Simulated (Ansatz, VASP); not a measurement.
## Two plane-wave programs on SrO

INCAR

```
PREC     = Accurate       # precision mode
ENCUT    = 520            # plane-wave cutoff, eV
EDIFF    = 1E-6           # SCF threshold, eV
ISMEAR   = -1             # smearing method
SIGMA    = 0.1            # smearing width, eV
LREAL    = F              # projectors in reciprocal space
LASPH    = T              # aspherical terms in the spheres
NELM     = 60             # most SCF steps
ALGO     = Normal         # electronic algorithm
ISIF     = 2              # what is computed and relaxed
LWAVE    = F              # write WAVECAR
LCHARG   = F              # write CHGCAR
GGA      = PE             # functional
NBANDS   = 15             # bands
```

The input KPOINTS:

```
regular mesh
0
Gamma
  8 8 8
```

POSCAR

```
SrO
1.0
    0.0000000000      2.6000000000      2.6000000000
    2.6000000000      0.0000000000      2.6000000000
    2.6000000000      2.6000000000      0.0000000000
Sr O
1 1
Direct
    0.0000000000      0.0000000000      0.0000000000
    0.5000000000      0.5000000000      0.5000000000
```

Input for Ansatz:

```yaml
crystal:
  lattice:
    - [0, 2.6, 2.6]
    - [2.6, 0, 2.6]
    - [2.6, 2.6, 0]
  atoms:
    - { symbol: Sr, position: [0, 0, 0] }
    - { symbol: O, position: [0.5, 0.5, 0.5] }
kpoints:
  mp_grid: { grid: [8, 8, 8] }
hamiltonian:
  xc: pbe
  pseudopotentials:
    kind: paw
    azcp:
      O: "pseudopotentials/pbe/paw/ansatz_paw_generated_hard_1/O.paw.azcp"
      Sr: "pseudopotentials/pbe/paw/ansatz_paw_generated_hard_1/Sr.paw.azcp"
scf:
  occupations: { method: fermi_dirac, width: 0.1 }
  convergence: { dr2_threshold: "1e-10 eV" }
  max_iter: 300
output:
  forces: true
  stress: true
  eigenvalues: true
```

Alike in both runs: task single point; functional PBE; k mesh 8 × 8 × 8; occupations fermi-dirac, width 0.1 eV; no spin polarisation.

```csv
,VASP,Ansatz
version,VASP 6.6.1,Ansatz 0.2.0 development build
potentials or method,"VASP PAW PBE potentials, release 64 (Sr_sv, O)","plane waves, PAW datasets (generated hard set"
plane-wave cutoff (eV),520,700
valence electrons in the cell,16,16
```

|  | VASP | Ansatz | Ansatz less VASP |
| --- | --- | --- | --- |
| gap on the k mesh at the Fermi level (eV) | 3.28 | 3.33 | +0.044 |
